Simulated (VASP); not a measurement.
# K2SiB2 (Immm) in VASP: a series of runs, part 2 of 2

VASP 6.6.1.

### Step 5. Single point, PBE

This run uses another cell than the first one, of 29.29 Å³/atom.

INCAR

```
PREC     = Accurate       # precision mode
ENCUT    = 520            # plane-wave cutoff, eV
EDIFF    = 1E-6           # SCF threshold, eV
ISMEAR   = 0              # smearing method
SIGMA    = 0.1            # smearing width, eV
LREAL    = F              # projectors in reciprocal space
LASPH    = T              # aspherical terms in the spheres
NELM     = 100            # most SCF steps
ALGO     = Normal         # electronic algorithm
ISIF     = 2              # what is computed and relaxed
LWAVE    = F              # write WAVECAR
LCHARG   = F              # write CHGCAR
GGA      = PE             # functional
NBANDS   = 22             # bands
```

KPOINTS

```
regular mesh
0
Gamma
  10 10 10
```

POSCAR

```
K2SiB2
1.0
   -2.6160314521      2.8833414448      4.8543299926
    2.6160314521     -2.8833414448      4.8543299926
    2.6160314521      2.8833414448     -4.8543299926
K Si B
2 1 2
Direct
    0.3103059904      0.3103059904      0.0000000000
    0.6896940096      0.6896940096      0.0000000000
    0.0000000000      0.5000000000      0.5000000000
    0.0000000000      0.8527318509      0.8527318509
    0.0000000000      0.1472681491      0.1472681491
```

Potentials or basis: VASP PAW PBE potentials, release 64 (K_sv, Si, B).

Command:

```console
cat potpaw_PBE.64/K_sv/POTCAR potpaw_PBE.64/Si/POTCAR potpaw_PBE.64/B/POTCAR > POTCAR
mpirun -np 1 vasp_std > vasp.out
```

OUTCAR:

```text
PREC = Accurate
   ENCUT = 520
   EDIFF = 1E-6
   ISMEAR = 0
   LREAL = F
   LASPH = T
   NELM = 100
   ISIF = 2
   GGA = PE

 ion  position               nearest neighbor table
   1  0.310  0.310  0.000-   3 3.42   3 3.42   2 3.68
   2  0.690  0.690  0.000-   3 3.42   3 3.42   1 3.68
   3  0.000  0.500  0.500-   4 1.85   5 1.85   2 3.42   1 3.42   2 3.42   1 3.42
   4  0.000  0.853  0.853-   5 1.54   3 1.85
   5  0.000  0.147  0.147-   4 1.54   3 1.85

  LATTYP: Found a body centered orthorhombic cell.
 ALAT       =     5.2320629042
 B/A-ratio  =     1.1021814904
 C/A-ratio  =     1.8556084212

  Lattice vectors:

 A1 = (  -2.6160314521,   2.8833414448,   4.8543299926)
 A2 = (   2.6160314521,  -2.8833414448,   4.8543299926)
 A3 = (   2.6160314521,   2.8833414448,  -4.8543299926)

Analysis of symmetry for initial positions (statically):
=====================================================================
 Subroutine PRICEL returns:
 Original cell was already a primitive cell.

 Routine SETGRP: Setting up the symmetry group for a
 body centered orthorhombic supercell.

 Subroutine GETGRP returns: Found  8 space group operations
 (whereof  8 operations were pure point group operations)
 out of a pool of  8 trial point group operations.

The static configuration has the point symmetry D_2h.

Analysis of symmetry for dynamics (positions and initial velocities):
=====================================================================
 Subroutine PRICEL returns:
 Original cell was already a primitive cell.

 Routine SETGRP: Setting up the symmetry group for a
 body centered orthorhombic supercell.

 Subroutine GETGRP returns: Found  8 space group operations
 (whereof  8 operations were pure point group operations)
 out of a pool of  8 trial point group operations.

The dynamic configuration has the point symmetry D_2h.

 Subroutine INISYM returns: Found  8 space group operations
 (whereof  8 operations are pure point group operations),
 and found     1 'primitive' translations

----------------------------------------------------------------------------------------

                                     Primitive cell

  volume of cell :     146.4631

  direct lattice vectors                    reciprocal lattice vectors
    -2.616031452  2.883341445  4.854329993     0.000000000  0.173409917  0.103000826
     2.616031452 -2.883341445  4.854329993     0.191129201  0.000000000  0.103000826
     2.616031452  2.883341445 -4.854329993     0.191129201  0.173409917  0.000000000

  length of vectors
     6.222684157  6.222684157  6.222684157     0.201693256  0.217116424  0.258072413

  position of ions in fractional coordinates (direct lattice)
     0.310305990  0.310305990  0.000000000
     0.689694010  0.689694010  0.000000000
     0.000000000  0.500000000  0.500000000
     0.000000000  0.852731851  0.852731851
     0.000000000  0.147268149  0.147268149

  ion indices of the primitive-cell ions
   primitive index   ion index
                 1           1
[... 25 lines left out ...]

 Subroutine IBZKPT returns following result:
 ===========================================

 Found    171 irreducible k-points:

 Following reciprocal coordinates:
            Coordinates               Weight
  0.000000  0.000000  0.000000      1.000000
  0.100000 -0.000000  0.000000      4.000000
  0.200000 -0.000000  0.000000      4.000000
  0.300000  0.000000 -0.000000      4.000000
  0.400000 -0.000000  0.000000      4.000000
  0.500000  0.000000 -0.000000      2.000000
[... 16 lines left out ...]
 -0.400000  0.200000  0.000000      8.000000
 -0.300000  0.200000 -0.000000      8.000000
 [... further k-points ...]
   k-points           NKPTS =    171   k-points in BZ     NKDIM =    171   number of bands    NBANDS=     22
   number of dos      NEDOS =    301   number of ions     NIONS =      5
   total plane-waves  NPLWV = 110592
   dimension x,y,z NGX =    48 NGY =   48 NGZ =   48
   dimension x,y,z NGXF=    96 NGYF=   96 NGZF=   96
   ions per type =               2   1   2
   NGX,Y,Z   is equivalent  to a cutoff of  12.82, 12.82, 12.82 a.u.
   NGXF,Y,Z  is equivalent  to a cutoff of  25.65, 25.65, 25.65 a.u.
 SYSTEM =  unknown system
   PREC   = accura    normal or accurate (medium, high low for compatibility)
   ISTART =      0    job   : 0-new  1-cont  2-samecut
   ICHARG =      2    charge: 1-file 2-atom 10-const
   ISPIN  =      1    spin polarized calculation?
   LNONCOLLINEAR =      F non collinear calculations
   LSORBIT =      F    spin-orbit coupling
   LASPH  =      T    aspherical Exc in radial PAW
   ENCUT  =  520.0 eV  38.22 Ry    6.18 a.u.  11.57 11.57 11.57*2*pi/ulx,y,z
   NELM   =    100;   NELMIN=  2; NELMDL= -5     # of ELM steps
   EDIFF  = 0.1E-05   stopping-criterion for ELM
   LREAL  =      F    real-space projection
   EDIFFG = 0.1E-04   stopping-criterion for IOM
   NSW    =      0    number of steps for IOM
   IBRION =     -1    ionic relax: 0-MD 1-quasi-New 2-CG
   NFREE  =      0    steps in history (QN), initial steepest desc. (CG)
   ISIF   =      2    stress and relaxation
   ISYM   =      2    0-nonsym 1-usesym 2-fastsym
   POTIM  = 0.5000    time-step for ionic-motion
   TEBEG  =    0.0;   TEEND  =   0.0 temperature during run
   PSTRESS=    0.0 pullay stress
   NELECT =      28.0000    total number of electrons
   NUPDOWN=      -1.0000    fix difference up-down
   EMIN   =  10.00;   EMAX   =-10.00  energy-range for DOS
   EFERMI =   0.00;   METHOD = LEGACY
   ISMEAR =     0;   SIGMA  =   0.10  broadening in eV -4-tet -1-fermi 0-gaus
   EFERMI_NEDOS =   21; number of points for ismear=-14 and -15
   IALGO  =     38    algorithm
   IMIX   =      4    mixing-type and parameters
     AMIX     =   0.40;   BMIX     =  1.00
     AMIX_MAG =   1.60;   BMIX_MAG =  1.00
  volume/ion in A,a.u.               =      29.29       197.68
  Fermi-wavevector in a.u.,A,eV,Ry     =   0.943086  1.782175 12.101180  0.889412
  Thomas-Fermi vector in A             =   2.070759
   LORBIT       =      0    0 simple, 1 ext, 2 COOP (PROOUT), +10 PAW based schemes
   GGA     = PE    functional components
   LHFCALC =     F    Hartree Fock is set to
   AEXX    =    0.0000 exact exchange contribution
   IVDW    =     0    specifies the selected vdW correction
   LEPSILON=     F    determine dielectric tensor
   LRPA    =     F    only Hartree local field effects (RPA)
 non-spin polarized calculation
 Gauss-broadening in eV      SIGMA  =   0.10
  energy-cutoff  :      520.00
  volume of cell :      146.46
 maximum number of plane-waves:      3974
 NGX is ok and might be reduce to    48
   NGX = 23   NGY = 23   NGZ = 23

 number of electron      28.0000001 magnetization

 Free energy of the ion-electron system (eV)
  ---------------------------------------------------
  ext. energy  EPLUGINS =         0.00000000
  ---------------------------------------------------
  free energy    TOTEN  =       -19.15362557 eV

  energy without entropy =      -19.15214617  energy(sigma->0) =      -19.15288587

 E-fermi :   1.3039     XC(G=0):  -7.1940

 val. band max:        1.1947535062   @ k =  -0.3000   0.4000   0.3000
 cond. band min:       1.3748605467   @ k =  -0.1000   0.1000   0.1000
 fundamental gap:      0.1801070405
 Fermi energy:         1.3038650385

 k-point     1 :       0.0000    0.0000    0.0000
  band No.  band energies     occupation
      1     -30.1678      2.00000
      2     -30.1359      2.00000
      3     -13.7261      2.00000
      4     -13.7137      2.00000
      5     -13.7094      2.00000
      6     -13.6471      2.00000
[... 589 lines left out ...]
     21       5.3909      0.00000
     22       5.9397      0.00000

 [... further k-points ...]

------------------------ aborting loop because EDIFF is reached ----------------------------------------

  FORCE on cell =-STRESS in cart. coord.  units (eV):
  Direction    XX          YY          ZZ          XY          YZ          ZX
  --------------------------------------------------------------------------------------
  -------------------------------------------------------------------------------------
  Total       -0.0159790      0.0333698      0.0050041     -0.0000000      0.0000000      0.0000000
  in kB       -0.1747963      0.3650365      0.0547406     -0.0000000      0.0000000      0.0000000
  external PRESSURE =       0.0816603 kB  Pullay stress =       0.0000000 kB

 VOLUME and BASIS-vectors are now :
 -----------------------------------------------------------------------------
  energy-cutoff  :      520.00
  volume of cell :      146.46
      direct lattice vectors                 reciprocal lattice vectors
    -2.616031452  2.883341445  4.854329993     0.000000000  0.173409917  0.103000826
     2.616031452 -2.883341445  4.854329993     0.191129201  0.000000000  0.103000826
     2.616031452  2.883341445 -4.854329993     0.191129201  0.173409917  0.000000000

 POSITION                                       TOTAL-FORCE (eV/Angst)
 -----------------------------------------------------------------------------------
      0.00000      0.00000      3.01266         0.000000      0.000000     -0.000238
      0.00000      0.00000      6.69600         0.000000     -0.000000      0.000238
      2.61603      0.00000      0.00000         0.000000     -0.000000      0.000000
      4.46155      0.00000      0.00000        -0.009241     -0.000000      0.000000
      0.77052      0.00000      0.00000         0.009241     -0.000000      0.000000
 -----------------------------------------------------------------------------------
    total drift:                                0.000000      0.000000     -0.000000

  FREE ENERGIE OF THE ION-ELECTRON SYSTEM (eV)
  ---------------------------------------------------
  free  energy   TOTEN  =       -19.1536255730 eV

  energy  without entropy=      -19.1521461673  energy(sigma->0) =      -19.15288587
```

Wall time 10 min (1 thread of Intel Xeon Platinum 8488C (Sapphire Rapids), shared host); peak memory 0.68 GiB.

Results:

- Free energy: -19.1536 eV
- Pressure: 0.0 GPa
- Largest force: 0.009 eV/Å
- Band gap on the k mesh: zero (bands 14 and 15 overlap by 3.23 eV)

Forces on the atoms (eV/Å):
```
K    0.000  0.000  0.000
K    0.000  0.000  0.000
Si   0.000  0.000  0.000
B   -0.009  0.000  0.000
B    0.009  0.000  0.000
```

### Step 6. Overview

| task | cell | k mesh | cutoff (eV) | gap on the mesh (eV) | pressure (GPa) | largest force (eV/Å) |
| --- | --- | --- | --- | --- | --- | --- |
| single point | a = 5.610 Å, angles 126.6, 108.1, 95.3°, 5 atoms, atomic positions A | 4 × 4 × 4 | 520 | none | 5.7 | 4.03 |
| single point | a = 6.201 Å, angles 125.1, 129.9, 77.5°, 5 atoms, atomic positions B | 4 × 4 × 4 | 520 | none | 0.1 | 0.01 |
| relaxation of cell and atoms | relaxed from a = 5.610 Å, angles 126.6, 108.1, 95.3°, 5 atoms, atomic positions A | 4 × 4 × 4 | 600 | none | 0.0 | 0.03 |
| single point | a = 6.223 Å, angles 130.3, 124.8, 77.5°, 5 atoms, atomic positions C | 10 × 10 × 10 | 520 | none | 0.0 | 0.01 |

Alike in all rows: level PBE; potentials or basis VASP PAW PBE potentials, release 64 (K_sv, Si, B); no spin polarisation; smearing gaussian 0.1 eV.

Caveats: some runs use coarse meshes; forces of over 1 eV/Å act on the atoms, so gaps and moduli don't describe the material at rest (at least some runs); the volume moved by over 15 % at a fixed basis, so the end points are rough (at least some runs).

Total energies depend on the potentials used, so only differences within one code and one set of settings carry meaning.
